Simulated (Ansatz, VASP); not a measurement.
## One calculation of TiO2, two programs

```
Ti O
1.0
     5.13800    0.00000    0.00000
     0.00000    9.17400    0.00000
     0.00000    0.00000    5.44900
Ti O
8 16
Direct
  0.13897 0.12897 0.90515
  0.63897 0.37103 0.09485
  0.86103 0.62897 0.59485
  0.36103 0.87103 0.40515
  0.86103 0.87103 0.09485
  0.36103 0.62897 0.90515
  0.13897 0.37103 0.40515
  0.63897 0.12897 0.59485
  0.81535 0.00955 0.85062
  0.31535 0.49045 0.14938
  0.18465 0.50955 0.64938
  0.68465 0.99045 0.35062
  0.18465 0.99045 0.14938
  0.68465 0.50955 0.85062
  0.81535 0.49045 0.35062
  0.31535 0.00955 0.64938
  0.46416 0.23033 0.89066
  0.96416 0.26967 0.10934
  0.53584 0.73033 0.60934
  0.03584 0.76967 0.39066
  0.53584 0.76967 0.10934
  0.03584 0.73033 0.89066
  0.46416 0.26967 0.39066
  0.96416 0.23033 0.60934
```

Alike in both runs: task electric field gradients; functional r2SCAN; k mesh 5 × 3 × 5; occupations fermi-dirac, width 0.02 eV; no spin polarisation.

|  | VASP | Ansatz |
| --- | --- | --- |
| version | VASP 6.6.1 | Ansatz 0.2.0 |
| potentials or method | VASP PAW PBE potentials, release 64 (Ti_sv, O) | plane-wave PAW, scalar-relativistic |
| plane-wave cutoff (eV) | 520 | 500 |
| valence electrons in the cell | 192 | 192 |

|  | VASP | Ansatz | Ansatz less VASP |
| --- | --- | --- | --- |
| gap on the k mesh at the Fermi level (eV) | 2.75 | 2.73 | -0.020 |
| pressure (GPa) | 1.3 | 0.1 | -1.27 |
| traceless stress, the component that is largest in VASP (GPa) | -0.36 | -0.33 | +0.036 |
| rms of the force components (eV/Å) | 0.053 | 0.044 | -0.0092 |
| size of Vzz on the site where it differs most (V/Å²) | 19.9 | 22.2 | +2.33 |

VASP's potentials were made for PBE, not for r2SCAN. Atom by atom the forces differ by 0.046 eV/Å (rms over components). One of these differences is far larger than is usual between the two programs; its cause wasn't traced.
